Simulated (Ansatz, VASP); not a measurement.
## PbI2 in VASP and in Ansatz

```
Pb I
1.0
     4.55500    0.00000    0.00000
    -2.27750    3.94475    0.00000
     0.00000    0.00000    6.97700
Pb I
1 2
Direct
  0.00000 0.00000 0.00000
  0.33333 0.66667 0.26500
  0.66667 0.33333 0.73500
```

Alike in both runs: task single point; functional PBE; k mesh 3 × 3 × 1; occupations gaussian, width 0.1 eV; no spin polarisation.

|  | VASP | Ansatz |
| --- | --- | --- |
| version | VASP 6.6.1 | Ansatz 0.2.0 |
| potentials or method | VASP PAW PBE potentials, release 64 (Pb_d, I), cutoff 500 eV | scalar-relativistic, plane waves, PAW |
| valence electrons in the cell | 28 | 48 |

```csv
,VASP,Ansatz,Ansatz less VASP
gap on the k mesh at the Fermi level (eV),2.77,2.77,+0.005
least direct gap on the mesh (eV),3.15,3.16,+0.012
pressure (GPa),1.4,1.5,+0.02
"traceless stress, the component that is largest in VASP (GPa)",-0.30,-0.30,-0.001
rms of the force components (eV/Å),0.090,0.090,+0.0002
```

Atom by atom the forces differ by 0.000 eV/Å (rms over components). VASP's potentials hold 28 valence electrons a cell and Ansatz's 48, so a difference there can come from the potentials and not from the codes.

The k mesh is coarse, so the values compare programs but aren't converged. Spin-orbit coupling is off throughout.
